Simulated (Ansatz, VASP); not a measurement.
# CuF: VASP beside Ansatz

```xyz
4
Lattice="3.4370 0.0000 0.0000 -1.7185 2.9766 0.0000 0.0000 0.0000 4.9788" Properties=species:S:1:pos:R:3 pbc="T T T"
Cu    0.0000    1.9844    1.2447
Cu    1.7185    0.9922    3.7341
F     1.7185    0.9922    1.2447
F     0.0000    1.9844    3.7341
```

Alike in both runs: task single point; functional r2SCAN; k mesh 9 × 9 × 4; occupations fermi-dirac, width 0.02 eV; no spin polarisation.

```csv
,VASP,Ansatz
version,VASP 6.6.1,Ansatz 0.2.0
potentials or method,"VASP PAW PBE potentials, release 64 (Cu, F)","plane waves, PAW"
plane-wave cutoff (eV),520,500
valence electrons in the cell,36,52
```

Ansatz gave:

| Item | Value |
| --- | --- |
| pressure (GPa) | 5.5 |
| traceless stress, the component that is largest in VASP (GPa) | -2.30 |

Task: What did VASP give for the same quantities?

Result: Pressure (GPa): 6.0; traceless stress, the component that is largest in VASP (GPa): -2.90.

VASP's potentials were made for PBE, not for r2SCAN. With one functional, cell and mesh, what is left measures potentials, basis and numerics. VASP's potentials hold 36 valence electrons a cell and Ansatz's 52, so a difference there can come from the potentials and not from the codes.
